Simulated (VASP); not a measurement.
Crystal: NaI.

```
CELL_PARAMETERS angstrom
0.00000 3.23640 3.23640
3.23640 0.00000 3.23640
3.23640 3.23640 0.00000
ATOMIC_POSITIONS crystal
I 0.50000 0.50000 0.50000
Na 0.00000 0.00000 0.00000
```

Program: VASP 6.6.1. Alike in all runs: task single point; potentials or basis VASP PAW PBE potentials, release 64 (I, Na_pv); no spin polarisation; cell as given; cutoff (eV) 520; smearing fermi-dirac 0.05 eV. Hardware: 1 thread of AMD EPYC 7R13 Processor (Zen 3) (shared host).

Question: Order these runs on this cell by their wall time, lowest first.
A. level PBEsol; k mesh 4 × 4 × 4
B. level r2SCAN; k mesh 4 × 4 × 4
C. level PBEsol; k mesh 7 × 7 × 7

Answer: A (8.1 s), C (16 s), B (36 s).

Caveats: some runs use coarse meshes.
